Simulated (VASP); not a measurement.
Write the native input for VASP 6.6.1 that does the following.

```
Task                   : single point
Functional             : PBEsol
Potentials or basis    : VASP PAW PBE potentials, release 64 (Ru_pv, N)
Cutoff                 : 520 eV
k mesh                 : 3 × 2 × 3
Occupations            : fermi-dirac, width 0.1 eV
Spin                   : no spin polarisation
Dipole correction      : no
Further INCAR settings : ALGO = Normal; EDIFF = 1e-06; NBANDS = 98
```

The structure of Ru12N (a cell with a defect) lies in POSCAR:

```
Ru12N
1.0
    5.4000000000      0.0000000000      0.0000000000
   -4.0500000000      7.0148060000      0.0000000000
    0.0000000000      0.0000000000      4.2768000000
Ru N
12 1
Direct
   -0.0207093783      0.0013257672     -0.0067106248
    0.1583327177      0.2337769569      0.4796576880
    0.0228666466      0.3282913312      0.0067807707
    0.1591363639      0.5525028062      0.4823232323
   -0.0101287142      0.6652357884     -0.0023849607
    0.1283951316      0.8660823977      0.4790731388
    0.5161538890     -0.0140417283      0.0339973812
    0.7101651440      0.2205905623      0.5081369248
    0.5411974895      0.3520410971     -0.0033202394
    0.6475734368      0.5687398910      0.4918864572
    0.4925371994      0.6702965128      0.0030396558
    0.6468090140      0.8944367100      0.5101477740
    0.3493534192      0.1016564107      0.7379582866
```

One way to write it, as run:

INCAR

```
  PREC = Accurate
  ENCUT = 520
  EDIFF = 1E-6
  ISMEAR = -1
  SIGMA = 0.1
  LREAL = F
  LASPH = T
  NELM = 120
  ALGO = Normal
  ISIF = 2
  LWAVE = F
  LCHARG = F
  GGA = PS
  NBANDS = 98
  GGA_COMPAT = F
```

KPOINTS

```
regular mesh
0
Gamma
  3 2 3
```

Potentials or basis: VASP PAW PBE potentials, release 64 (Ru_pv, N).

Run with:

```console
$ cat potpaw_PBE.64/Ru_pv/POTCAR potpaw_PBE.64/N/POTCAR > POTCAR
$ mpirun -np 1 vasp_std > vasp.out
```

Results of the run:

The pressure is 16.8 GPa and the largest force is 3.598 eV/Å. The band gap on the k mesh is zero (an odd number of electrons rules out a gap without spin polarisation).

Caveat: the k points lie up to 0.49 Å⁻¹ apart, too coarse for converged energies and pressures of a metal; the atoms stand as in a frame of molecular dynamics; the PAW data sets were made with another functional, which shifts forces and pressure a little.

Wall time 9.1 min on 1 thread of Oxide Virtual Turin-like Processor, with other jobs on the host, peak memory 0.29 GiB.
